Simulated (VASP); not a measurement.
Here is a VASP 6.6.1 calculation.

Contents of INCAR:

```
PREC     = Accurate       # precision mode
ENCUT    = 520            # plane-wave cutoff, eV
EDIFF    = 1E-8           # SCF threshold, eV
ISMEAR   = -1             # smearing method
SIGMA    = 0.05           # smearing width, eV
LREAL    = F              # projectors in reciprocal space
LASPH    = T              # aspherical terms in the spheres
NELM     = 80             # most SCF steps
ALGO     = Normal         # electronic algorithm
ISIF     = 2              # what is computed and relaxed
LWAVE    = F              # write WAVECAR
LCHARG   = F              # write CHGCAR
GGA      = PE             # functional
LEFG     = T            
NBANDS   = 15             # bands
```

File KPOINTS:

```
regular mesh
0
Gamma
  13 13 11
```

The input POSCAR:

```
TaN
1.0
    2.9399421781      0.0000000000      0.0000000000
   -1.4699710891      2.5460646119      0.0000000000
    0.0000000000      0.0000000000      2.8901750800
Ta N
1 1
Direct
    0.0000000000      0.0000000000      0.5000000000
    0.6666666667      0.3333333333      0.0000000000
```

Potentials or basis: VASP PAW PBE potentials, release 64 (Ta_pv, N).

Launch:

```sh
$ cat potpaw_PBE.64/Ta_pv/POTCAR potpaw_PBE.64/N/POTCAR > POTCAR
$ mpirun -np 1 vasp_std > vasp.out
```

(1) Predict the band gap on the k mesh.

(2) Predict the pressure.

## Answers

(1) zero (band 8 reaches 8.32 eV, above the bottom of band 9 at 8.14 eV).

(2) 4.0 GPa.

Caveat: without QUAD_EFG the Cq values of the log hold for a quadrupole moment of 1 mb, not for the nuclei; spin-orbit coupling is left out, which moves the levels of the heavy elements.
